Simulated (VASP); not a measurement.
A run of VASP 6.6.1 is set up as follows.

INCAR

```
ALGO = Normal ; EDIFF = 1E-6
ENCUT = 520 ; GGA = CA
ISIF = 2 ; ISMEAR = -1
LASPH = True ; LCHARG = False
LREAL = False ; LWAVE = False
NBANDS = 21 ; NELM = 80
PREC = Accurate ; SIGMA = 0.05
```

File KPOINTS:

```
k-points
0
Gamma
  9 9 9
```

File POSCAR:

```
Sn
1.0
   -2.8801207477      2.8801207477      1.5666540120
    2.8801207477     -2.8801207477      1.5666540120
    2.8801207477      2.8801207477     -1.5666540120
Sn
2
Direct
    0.0000000000      0.0000000000      0.0000000000
    0.7500000000      0.2500000000      0.5000000000
```

Potentials or basis: VASP PAW LDA potentials, release 64 (Sn_d).

Command:

```bash
$ cat potpaw_LDA.64/Sn_d/POTCAR > POTCAR
$ mpirun -np 1 vasp_std > vasp.out
```

(1) What does it give for the pressure?

(2) Predict the band gap on the k mesh.

## Answers

(1) 0.5 GPa.

(2) zero (bands 14 and 15 overlap by 4.23 eV).

Caveat: spin-orbit coupling is left out, which moves the levels of the heavy elements.
